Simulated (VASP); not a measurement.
# Ir in VASP: a series of runs, part 3 of 3

VASP 6.6.1. Earlier steps stand in the parts before.

### 7 Electric field gradients, PBEsol (equal xy, yz and zx shear strains of -2 %)

The input, INCAR:

```
PREC     = Accurate       # precision mode
ENCUT    = 420            # plane-wave cutoff, eV
EDIFF    = 1E-8           # SCF threshold, eV
ISMEAR   = -1             # smearing method
SIGMA    = 0.05           # smearing width, eV
LREAL    = False          # projectors in reciprocal space
LASPH    = True           # aspherical terms in the spheres
NELM     = 120            # most SCF steps
ALGO     = Normal         # electronic algorithm
ISIF     = 2              # what is computed and relaxed
LWAVE    = False          # write WAVECAR
LCHARG   = False          # write CHGCAR
GGA      = PS             # functional
LEFG     = True         
NBANDS   = 14             # bands
GGA_COMPAT= False
```

The input, KPOINTS:

```
regular mesh
0
Gamma
  15 15 15
```

The input, POSCAR:

```
Ir
1.0
   -0.0383940000      1.9005030000      1.9005030000
    1.9005030000     -0.0383940000      1.9005030000
    1.9005030000      1.9005030000     -0.0383940000
Ir
1
Direct
    0.0000000000      0.0000000000      0.0000000000
```

Potentials or basis: VASP PAW PBE potentials, release 64 (Ir_sv_GW).

Started as:

```bash
$ cat potpaw_PBE.64/Ir_sv_GW/POTCAR > POTCAR
$ mpirun -np 1 vasp_std > vasp.out
```

OUTCAR:

```text
PREC = Accurate
   ENCUT = 420
   EDIFF = 1E-8
   ISMEAR = -1
   LREAL = False
   LASPH = True
   NELM = 120
   ISIF = 2
   GGA = PS

 ion  position               nearest neighbor table
   1  0.000  0.000  0.000-

  LATTYP: Found a trigonal (rhomboedric) cell.
 ALAT       =     2.6879913328
 COS(alpha) =     0.4797000918

  Lattice vectors:

 A1 = (  -0.0383940000,   1.9005030000,   1.9005030000)
 A2 = (   1.9005030000,  -0.0383940000,   1.9005030000)
 A3 = (   1.9005030000,   1.9005030000,  -0.0383940000)

Analysis of symmetry for initial positions (statically):
=====================================================================
 Subroutine PRICEL returns:
 Original cell was already a primitive cell.

 Routine SETGRP: Setting up the symmetry group for a
[... 590 lines left out ...]
  in kB      -44.6908510    -44.6908510    -44.6908510     54.8816733     54.8816733     54.8816733
  external PRESSURE =     -44.6908510 kB  Pullay stress =       0.0000000 kB

 VOLUME and BASIS-vectors are now :
 -----------------------------------------------------------------------------
  energy-cutoff  :      420.00
  volume of cell :       14.14
      direct lattice vectors                 reciprocal lattice vectors
    -0.038394000  1.900503000  1.900503000    -0.255247163  0.260509991  0.260509991
     1.900503000 -0.038394000  1.900503000     0.260509991 -0.255247163  0.260509991
     1.900503000  1.900503000 -0.038394000     0.260509991  0.260509991 -0.255247163

 POSITION                                       TOTAL-FORCE (eV/Angst)
 -----------------------------------------------------------------------------------
      0.00000      0.00000      0.00000        -0.000000     -0.000000      0.000000
 -----------------------------------------------------------------------------------
    total drift:                                0.000000      0.000000      0.000000

  FREE ENERGIE OF THE ION-ELECTRON SYSTEM (eV)
  ---------------------------------------------------
  free  energy   TOTEN  =       -10.3838495726 eV

  energy  without entropy=      -10.3764078651  energy(sigma->0) =      -10.38012872

 Electric field gradients (V/A^2)
---------------------------------------------------------------------
 ion       V_xx      V_yy      V_zz      V_xy      V_xz      V_yz
---------------------------------------------------------------------
   1       0.000    -0.000    -0.000   -20.101   -20.101   -20.101
---------------------------------------------------------------------

 Electric field gradients after diagonalization (V/A^2)
 (convention: |V_zz| > |V_xx| > |V_yy|)
----------------------------------------------------------------------
 ion       V_xx      V_yy      V_zz     asymmetry (V_yy - V_xx)/ V_zz
----------------------------------------------------------------------
   1      20.101    20.101   -40.202       0.000
----------------------------------------------------------------------

           NMR quadrupolar parameters

 Cq : quadrupolar parameter    Cq=e*Q*V_zz/h
 eta: asymmetry parameters     (V_yy - V_xx)/ V_zz
 Q  : nuclear electric quadrupole moment in mb (millibarn)
----------------------------------------------------------------------
 ion       Cq(MHz)       eta       Q (mb)
----------------------------------------------------------------------
   1      -0.097       0.000       1.000
----------------------------------------------------------------------
```

OSZICAR:

```text
N       E                     dE             d eps       ncg     rms          rms(c)
DAV:   1     0.806619085191E+02    0.80662E+02   -0.10314E+04 10544   0.108E+03
DAV:   2    -0.106317326889E+02   -0.91294E+02   -0.87441E+02 12242   0.333E+02
DAV:   3    -0.116530851546E+02   -0.10214E+01   -0.10192E+01 10346   0.323E+01
DAV:   4    -0.116542510830E+02   -0.11659E-02   -0.11659E-02 11672   0.126E+00
DAV:   5    -0.116542528613E+02   -0.17784E-05   -0.17800E-05 10406   0.450E-02    0.795E+01
DAV:   6    -0.105051921318E+02    0.11491E+01   -0.15006E+00 10112   0.129E+01    0.427E+01
DAV:   7    -0.104041163353E+02    0.10108E+00   -0.44747E-01 11096   0.649E+00    0.771E+00
DAV:   8    -0.103840600321E+02    0.20056E-01   -0.70547E-02  9728   0.324E+00    0.362E-01
DAV:   9    -0.103839533105E+02    0.10672E-03   -0.65406E-04 10946   0.282E-01    0.204E-01
DAV:  10    -0.103838513820E+02    0.10193E-03   -0.15604E-04 10400   0.176E-01    0.346E-02
DAV:  11    -0.103838495494E+02    0.18327E-05   -0.59396E-06 11060   0.301E-02    0.106E-02
DAV:  12    -0.103838495979E+02   -0.48515E-07   -0.14139E-07 10490   0.383E-03    0.178E-02
DAV:  13    -0.103838495738E+02    0.24134E-07   -0.92745E-10  5686   0.411E-04    0.163E-03
DAV:  14    -0.103838495726E+02    0.11833E-08   -0.81755E-11  5020   0.105E-04
   1 F= -.10383850E+02 E0= -.10380129E+02  d E =-.744171E-02
```

stdout:

```text
POSCAR found type information on POSCAR Ir
 POSCAR found :  1 types and       1 ions
 scaLAPACK will be used
 -----------------------------------------------------------------------------
|                                                                             |
|                                                                             |
|     You enforced a specific xc type in the INCAR file but a different       |
|     I HOPE YOU KNOW WHAT YOU ARE DOING!                                     |
|                                                                             |
 -----------------------------------------------------------------------------

 LDA part: xc-table for (Slater+PW92), standard interpolation
 POSCAR, INCAR and KPOINTS ok, starting setup
 FFT: planning ... GRIDC
 FFT: planning ... GRID_SOFT
 FFT: planning ... GRID
 WAVECAR not read
 entering main loop
ion   1
```

Run time: 52 s. Hardware: 1 thread of AMD EPYC 7R43 (Zen 3), shared host; peak memory 0.13 GiB.

What came out:

| Property | Result |
| --- | --- |
| Free energy | -10.3838 eV |
| Pressure | -4.5 GPa |

Electric field gradients, principal values (V/Å²):
```
atom   least  middle  greatest (by size)
1 Ir  20.101  20.101             -40.202
```

Caveat: the cell differs from its parent crystal (equal xy, yz and zx shear strains of -2 %); without QUAD_EFG the Cq values of the log hold for a quadrupole moment of 1 mb, not for the nuclei; the PAW data sets were made with another functional, which shifts forces and pressure a little; spin-orbit coupling is left out, which moves the levels of the heavy elements.

### 8 Overview

```csv
potentials or basis,cell,cutoff (eV),second run,gap on the mesh (eV),pressure (GPa)
"VASP PAW PBE potentials, release 64 (Ir)","a = 2.659 Å, angles 60.0°, 1 atom",400,-,none,25.8
"VASP PAW PBE potentials, release 64 (Ir)","a = 2.660 Å, angles 60.0°, 1 atom",400,-,none,25.5
"VASP PAW PBE potentials, release 64 (Ir)","a = 2.697 Å, angles 60.0°, 1 atom",400,-,none,6.3
"VASP PAW PBE potentials, release 64 (Ir_sv_GW)","a = 2.742 Å, angles 58.7°, 1 atom",420,valence_matched,none,-4.5
"VASP PAW PBE potentials, release 64 (Ir_sv_GW)","a = 2.688 Å, angles 61.3°, 1 atom",420,valence_matched,none,-4.5
```

Alike in all rows: task electric field gradients; level PBEsol; no spin polarisation; k mesh 15 × 15 × 15; smearing fermi-dirac 0.05 eV.

Caveats: the PAW data sets were made with another functional, which shifts forces and pressure a little; spin-orbit coupling is left out, which moves the levels of the heavy elements.

Total energies depend on the potentials used, so only differences within one code and one set of settings carry meaning.
